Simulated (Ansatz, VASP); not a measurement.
# GaSb3: VASP beside Ansatz

```
CELL_PARAMETERS angstrom
0.00000 3.51522 3.61048
3.51522 0.00000 3.61048
3.51522 3.51522 0.00000
ATOMIC_POSITIONS crystal
Ga 0.00000 0.00000 0.00000
Sb 0.25000 0.25000 0.25000
Sb 0.75000 0.75000 0.75000
Sb 0.50000 0.50000 0.50000
```

Alike in both runs: task single point; functional PBEsol; k mesh 10 × 10 × 10; occupations gaussian, width 0.15 eV; no spin polarisation.

```csv
,VASP,Ansatz
version,VASP 6.6.1,Ansatz 0.2.0
potentials or method,"VASP PAW PBE potentials, release 64 (Ga_d, Sb), cutoff 520 eV","scalar-relativistic, plane waves, PAW"
valence electrons in the cell,28,58
```

```csv
,VASP,Ansatz,Ansatz less VASP
gap on the k mesh at the Fermi level (eV),none,none,-
pressure (GPa),6.7,6.6,-0.11
"traceless stress, the component that is largest in VASP (GPa)",-1.20,-1.20,+0.004
```

VASP's potentials were made for PBE, not for PBEsol, and Ansatz warns of the same on its side. A gap of «none» marks a metal or a gap that the smearing closes. VASP's potentials hold 28 valence electrons a cell and Ansatz's 58, so a difference there can come from the potentials and not from the codes.

Spin-orbit coupling is off throughout.
